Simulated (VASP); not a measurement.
KI:

```
CELL_PARAMETERS angstrom
4.29109 0.00000 0.00000
0.00000 4.29109 0.00000
0.00000 0.00000 4.29109
ATOMIC_POSITIONS crystal
K 0.00000 0.00000 0.00000
I 0.50000 0.50000 0.50000
```

Base run:

```yaml
Program: VASP 6.6.1
Functional: PBE
Potentials_or_basis: VASP PAW PBE potentials, release 64 (K_sv, I)
Cutoff: 520 eV
k_mesh: 4 × 4 × 4
Occupations: gaussian, width 0.01 eV
Spin: no spin polarisation
```

Its results: band gap on the k mesh 3.33 eV (least direct gap 3.69 eV); pressure 0.6 GPa.

Question: The run is repeated on the same cell with these changes: functional from PBE to HSE06; further incar settings from ALGO = Normal; EDIFF = 1e-07; NBANDS = 15 to ALGO = Normal; EDIFF = 1e-06; NBANDS = 15. What comes out?

Answer: Band gap on the k mesh 4.30 eV (least direct gap 4.69 eV); pressure 0.3 GPa.

Caveats: spin-orbit coupling is left out, which moves the levels of the heavy elements; the PAW data sets were made with another functional, which shifts forces and pressure a little (at least some runs).

A k mesh can miss the band edges.
